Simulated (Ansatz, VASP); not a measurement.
**Pt: VASP beside Ansatz**

```
Pt
1.0
     0.00000    1.94688    1.94688
     1.94688    0.00000    1.94688
     1.94688    1.94688    0.00000
Pt
1
Direct
  0.00000 0.00000 0.00000
```

Alike in both runs: functional LDA; k mesh 18 × 18 × 18; occupations gaussian, width 0.1 eV; no spin polarisation.

Ansatz relaxed the structure, and its values are those at the end. VASP's run is a single point on that final structure, the one shown.

|  | VASP | Ansatz |
| --- | --- | --- |
| version | VASP 6.6.1 | Ansatz 0.2.0 |
| potentials or method | VASP PAW LDA potentials, release 64 (Pt), cutoff 520 eV | scalar-relativistic, plane waves, PAW |
| valence electrons in the cell | 10 | 18 |

|  | VASP | Ansatz | Ansatz less VASP |
| --- | --- | --- | --- |
| gap on the k mesh at the Fermi level (eV) | none | none | - |
| pressure (GPa) | 0.8 | 0.0 | -0.76 |

LDA's correlation is that of Perdew and Zunger in VASP and of Perdew and Wang (1992) in Ansatz. A gap of «none» marks a metal or a gap that the smearing closes. VASP's potentials hold 10 valence electrons a cell and Ansatz's 18, so a difference there can come from the potentials and not from the codes.

Neither program's run includes spin-orbit coupling.
